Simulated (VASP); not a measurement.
Input of a VASP 6.6.1 run:

Contents of INCAR:

```
SYSTEM = KCl
ALGO = Normal
EDIFF = 1E-7
ENCUT = 520
GGA = PS
ISIF = 2
ISMEAR = 0
LASPH = .True.
LCHARG = .False.
LREAL = .False.
LWAVE = .False.
NBANDS = 15
NELM = 100
PREC = Accurate
SIGMA = 0.01
```

KPOINTS

```
k-points
0
Gamma
  6 6 6
  0 0 0
```

The input POSCAR:

```
KCl
1.0
    3.0325830272      3.0325830272      0.0000000000
   -3.0325830272      3.0325830272      0.0000000000
    0.0000000000      3.0325830272      3.0325830272
K Cl
1 1
Direct
    0.0000000000      0.0000000000      0.0000000000
    0.5000000000      0.5000000000      0.0000000000
```

Potentials or basis: VASP PAW PBE potentials, release 64 (K_sv, Cl).

Run with:

```console
$ cat potpaw_PBE.64/K_sv/POTCAR potpaw_PBE.64/Cl/POTCAR > POTCAR
$ mpirun -np 1 vasp_std > vasp.out
```

(1) Estimate the band gap on the k mesh.

(2) Estimate the pressure.

Answers

(1) 5.40 eV, direct.

(2) 2.1 GPa.

Caveat: the PAW data sets were made with another functional, which shifts forces and pressure a little.
